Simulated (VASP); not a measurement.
# SnTe (Fm-3m) in VASP: settings compared

SnTe is run at these levels: r2SCAN+rVV10, PBE; tasks: single point.

Program: VASP 6.6.1. These are calculated values, not measurements. Logs are shortened: lines on timing, memory, paths and dates and some standing lists are left out, and cuts for length are marked.

### Step 1. The cell of the first run

The structure is cubic, space group Fm-3m (No. 225). Conventional cell: a = 6.173 Å, b = 6.173 Å, c = 6.173 Å, α = 90.00°, β = 90.00°, γ = 90.00°. Te (site symmetry m-3m) has 6 Sn at 3.09 Å within 4.1 Å. Within 4.1 Å of Sn (site symmetry m-3m) lie 6 Te at 3.09 Å.

### Step 2. Single point, r2SCAN+rVV10

Input file POSCAR:

```
SnTe
1.0
    0.0000000000      3.0865288906      3.0865288906
    3.0865288906      0.0000000000      3.0865288906
    3.0865288906      3.0865288906      0.0000000000
Te Sn
1 1
Direct
    0.5000000000      0.5000000000      0.5000000000
    0.0000000000      0.0000000000      0.0000000000
```

Input file INCAR.step1:

```
PREC = Accurate
ENCUT = 520
ISMEAR = -1
SIGMA = 0.05
LREAL = False
LASPH = True
NELM = 100
NBANDS = 17
GGA = PE
ALGO = Normal
EDIFF = 1E-4
LWAVE = True
LCHARG = False
```

Input file INCAR.step2:

```
PREC = Accurate
ENCUT = 520
EDIFF = 1E-7
ISMEAR = -1
SIGMA = 0.05
LREAL = False
LASPH = True
NELM = 100
ALGO = Normal
ISIF = 2
LWAVE = False
LCHARG = False
METAGGA = R2SCAN
LMIXTAU = True
LUSE_VDW = True
IVDW_NL = 2
BPARAM = 11.95
CPARAM = 0.0093
NBANDS = 17
ISTART = 1
```

Input file KPOINTS:

```
Automatic mesh
0
Gamma
  7 7 7
```

Potentials or basis: VASP PAW PBE potentials, release 64 (Te, Sn_d).

The run is started by

```sh
> cat potpaw_PBE.64/Te/POTCAR potpaw_PBE.64/Sn_d/POTCAR > POTCAR
> cp INCAR.step1 INCAR
> mpirun -np 1 vasp_std > vasp.out
> cp INCAR.step2 INCAR
> mpirun -np 1 vasp_std > vasp.out
```

OUTCAR:

```text
PREC = Accurate
   ENCUT = 520
   EDIFF = 1E-7
   ISMEAR = -1
   LREAL = False
   LASPH = True
   NELM = 100
   ISIF = 2
   METAGGA = R2SCAN
   IVDW_NL = 2
   BPARAM = 11.95
   ISTART = 1

 ion  position               nearest neighbor table
   1  0.500  0.500  0.500-   2 3.09   2 3.09   2 3.09   2 3.09   2 3.09   2 3.09
   2  0.000  0.000  0.000-   1 3.09   1 3.09   1 3.09   1 3.09   1 3.09   1 3.09

  LATTYP: Found a face centered cubic cell.
 ALAT       =     6.1730577812

  Lattice vectors:

 A1 = (   0.0000000000,   3.0865288906,   3.0865288906)
 A2 = (   3.0865288906,   0.0000000000,   3.0865288906)
 A3 = (   3.0865288906,   3.0865288906,   0.0000000000)

Analysis of symmetry for initial positions (statically):
[... 33 lines left out ...]
                                     Primitive cell

  volume of cell :      58.8086

  direct lattice vectors                    reciprocal lattice vectors
     0.000000000  3.086528891  3.086528891    -0.161994272  0.161994272  0.161994272
     3.086528891  0.000000000  3.086528891     0.161994272 -0.161994272  0.161994272
     3.086528891  3.086528891  0.000000000     0.161994272  0.161994272 -0.161994272

  length of vectors
     4.365011018  4.365011018  4.365011018     0.280582309  0.280582309  0.280582309

  position of ions in fractional coordinates (direct lattice)
     0.500000000  0.500000000  0.500000000
     0.000000000  0.000000000  0.000000000

  ion indices of the primitive-cell ions
   primitive index   ion index
                 1           1
                 2           2

----------------------------------------------------------------------------------------

 KPOINTS: Automatic mesh

Automatic generation of k-mesh.
 Grid dimensions read from file:
 generate k-points for:    7    7    7

 Generating k-lattice:

  Cartesian coordinates                     Fractional coordinates (reciprocal lattice)
    -0.023142039  0.023142039  0.023142039     0.142857143  0.000000000  0.000000000
     0.023142039 -0.023142039  0.023142039     0.000000000  0.142857143  0.000000000
     0.023142039  0.023142039 -0.023142039     0.000000000  0.000000000  0.142857143

  Length of vectors
     0.040083187  0.040083187  0.040083187

  Shift w.r.t. Gamma in fractional coordinates (k-lattice)
     0.000000000  0.000000000  0.000000000

 Subroutine IBZKPT returns following result:
 ===========================================

[... 37 lines left out ...]
   LNONCOLLINEAR =      F non collinear calculations
   LSORBIT =      F    spin-orbit coupling
   LASPH  =      T    aspherical Exc in radial PAW
   ENCUT  =  520.0 eV  38.22 Ry    6.18 a.u.   8.12  8.12  8.12*2*pi/ulx,y,z
   NELM   =    100;   NELMIN=  2; NELMDL=  0     # of ELM steps
   EDIFF  = 0.1E-06   stopping-criterion for ELM
   LREAL  =      F    real-space projection
   EDIFFG = 0.1E-05   stopping-criterion for IOM
   NSW    =      0    number of steps for IOM
   IBRION =     -1    ionic relax: 0-MD 1-quasi-New 2-CG
   NFREE  =      0    steps in history (QN), initial steepest desc. (CG)
   ISIF   =      2    stress and relaxation
   ISYM   =      2    0-nonsym 1-usesym 2-fastsym
   POTIM  = 0.5000    time-step for ionic-motion
   TEBEG  =    0.0;   TEEND  =   0.0 temperature during run
   PSTRESS=    0.0 pullay stress
   NELECT =      20.0000    total number of electrons
   NUPDOWN=      -1.0000    fix difference up-down
   EMIN   =  10.00;   EMAX   =-10.00  energy-range for DOS
   EFERMI =   0.00;   METHOD = LEGACY
   ISMEAR =    -1;   SIGMA  =   0.05  broadening in eV -4-tet -1-fermi 0-gaus
   EFERMI_NEDOS =   21; number of points for ismear=-14 and -15
   IALGO  =     38    algorithm
   IMIX   =      4    mixing-type and parameters
     AMIX     =   0.40;   BMIX     =  1.00
     AMIX_MAG =   1.60;   BMIX_MAG =  1.00
  volume/ion in A,a.u.               =      29.40       198.43
  Fermi-wavevector in a.u.,A,eV,Ry     =   1.142715  2.159418 17.766446  1.305797
  Thomas-Fermi vector in A             =   2.279412
   LORBIT       =      0    0 simple, 1 ext, 2 COOP (PROOUT), +10 PAW based schemes
   METAGGA = R2SCAN    functional components
   LHFCALC =     F    Hartree Fock is set to
   AEXX    =    0.0000 exact exchange contribution
   IVDW_NL    =     2    kernel type
   BPARAM     =11.9500
   IVDW    =     0    specifies the selected vdW correction
   LEPSILON=     F    determine dielectric tensor
   LRPA    =     F    only Hartree local field effects (RPA)
 non-spin polarized calculation
  energy-cutoff  :      520.00
  volume of cell :       58.81
 maximum number of plane-waves:      1600
   NGX = 17   NGY = 17   NGZ = 17

 number of electron      19.9999995 magnetization

 Free energy of the ion-electron system (eV)
  ---------------------------------------------------
  ext. energy  EPLUGINS =         0.00000000
  ---------------------------------------------------
  free energy    TOTEN  =       -50.09205049 eV

  energy without entropy =      -50.09160872  energy(sigma->0) =      -50.09182961

 E-fermi :   7.8595     XC(G=0): -10.4142

 val. band max:        7.6562842404   @ k =   0.4286   0.0000   0.0000
 cond. band min:       8.1011154875   @ k =   0.4286   0.0000   0.0000
 fundamental gap:      0.4448312470
 Fermi energy:         7.8594602302

 k-point     1 :       0.0000    0.0000    0.0000
  band No.  band energies     occupation
      1     -14.9503      2.00000
      2     -14.9503      2.00000
      3     -14.9336      2.00000
      4     -14.9336      2.00000
      5     -14.9336      2.00000
      6      -6.1955      2.00000
[... 377 lines left out ...]
      4     -14.9268      2.00000
      5     -14.9194      2.00000
      6      -4.1956      2.00000
[... 9 lines left out ...]
     16      18.0848      0.00000
     17      18.9567      0.00000

------------------------ aborting loop because EDIFF is reached ----------------------------------------

  FORCE on cell =-STRESS in cart. coord.  units (eV):
  Direction    XX          YY          ZZ          XY          YZ          ZX
  --------------------------------------------------------------------------------------
  -------------------------------------------------------------------------------------
  Total        1.5737373      1.5737373      1.5737373     -0.0000000     -0.0000000      0.0000000
  in kB       42.8747694     42.8747694     42.8747694     -0.0000000     -0.0000000      0.0000000
  external PRESSURE =      42.8747694 kB  Pullay stress =       0.0000000 kB

 VOLUME and BASIS-vectors are now :
 -----------------------------------------------------------------------------
  energy-cutoff  :      520.00
  volume of cell :       58.81
      direct lattice vectors                 reciprocal lattice vectors
     0.000000000  3.086528891  3.086528891    -0.161994272  0.161994272  0.161994272
     3.086528891  0.000000000  3.086528891     0.161994272 -0.161994272  0.161994272
     3.086528891  3.086528891  0.000000000     0.161994272  0.161994272 -0.161994272

 POSITION                                       TOTAL-FORCE (eV/Angst)
 -----------------------------------------------------------------------------------
      3.08653      3.08653      3.08653        -0.000000     -0.000000     -0.000000
      0.00000      0.00000      0.00000         0.000000      0.000000      0.000000
 -----------------------------------------------------------------------------------
    total drift:                                0.000000     -0.000000     -0.000000

  FREE ENERGIE OF THE ION-ELECTRON SYSTEM (eV)
  ---------------------------------------------------
  free  energy   TOTEN  =       -50.0920504950 eV

  energy  without entropy=      -50.0916087184  energy(sigma->0) =      -50.09182961
```

Wall time 2.7 min (1 thread of AMD EPYC 7R43 (Zen 3), shared host); peak memory 0.29 GiB.

Results:

```yaml
Free_energy: -50.0921 eV
Pressure: 4.3 GPa
```

Caveat: this odd mesh misses L, where the gap lies, so gap, dielectric constants and Born charges aren't listed; the PAW data sets were made with another functional, which shifts forces and pressure a little; spin-orbit coupling is left out, which moves the levels of the heavy elements.

[end of part 1 of 2]
